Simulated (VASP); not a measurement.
Input of a VASP 6.6.1 run:

The input POSCAR:

```
SiC
1.0
    4.3600000000      0.0000000000      0.0000000000
    0.0000000000      4.3600000000      0.0000000000
    0.0000000000      0.0000000000      4.3600000000
Si C
4 4
Direct
    0.0000000000      0.0000000000      0.0000000000
    0.0000000000      0.5000000000      0.5000000000
    0.5000000000      0.0000000000      0.5000000000
    0.5000000000      0.5000000000      0.0000000000
    0.2500000000      0.2500000000      0.2500000000
    0.2500000000      0.7500000000      0.7500000000
    0.7500000000      0.2500000000      0.7500000000
    0.7500000000      0.7500000000      0.2500000000
```

The input INCAR.step1:

```
ALGO = Normal
EDIFF = 1E-4
ENCUT = 600
GGA = PE
ISMEAR = 0
LASPH = True
LCHARG = False
LREAL = False
LWAVE = True
NELM = 60
PREC = Accurate
SIGMA = 0.01
```

The input INCAR.step2:

```
ALGO = Normal
EDIFF = 1E-6
EDIFFG = -0.002
ENCUT = 600
IBRION = 2
ISIF = 3
ISMEAR = 0
ISTART = 1
LASPH = True
LCHARG = False
LMIXTAU = True
LREAL = False
LWAVE = False
METAGGA = R2SCAN
NELM = 60
NSW = 80
PREC = Accurate
SIGMA = 0.01
```

The input KPOINTS:

```
k-points
0
Gamma
  6 6 6
```

Potentials or basis: VASP PAW PBE potentials, release 64 (Si, C).

Launch:

```bash
$ cat potpaw_PBE.64/Si/POTCAR potpaw_PBE.64/C/POTCAR > POTCAR
$ cp INCAR.step1 INCAR
$ mpirun -np 1 vasp_std > vasp.out
$ cp INCAR.step2 INCAR
$ mpirun -np 1 vasp_std > vasp.out
```

**Question.** Estimate the space group after relaxing (to 0.1 Å).

**Answer.** F-43m (No. 216).

**Question.** Estimate the band gap on the k mesh.

**Answer.** 1.72 eV.

**Question.** Estimate the relaxed cell.

**Answer.** a = 4.354 Å, b = 4.354 Å, c = 4.354 Å, α = 90.00°, β = 90.00°, γ = 90.00°.

**Question.** Predict the relaxed volume.

**Answer.** 10.32 Å³/atom.

Step by step:
| step | energy change (eV) | largest force (eV/Å) | pressure (GPa) | volume (Å³) |
| --- | --- | --- | --- | --- |
| 1 | 0.0000 | 0.0000 | -0.93 | 82.88 |
| 2 | 0.0002 | 0.0000 | 1.05 | 82.17 |
| 3 | -0.0010 | 0.0000 | 0.00 | 82.54 |

Caveat: the PAW data sets were made with another functional, which shifts forces and pressure a little. A k mesh can miss the band edges.
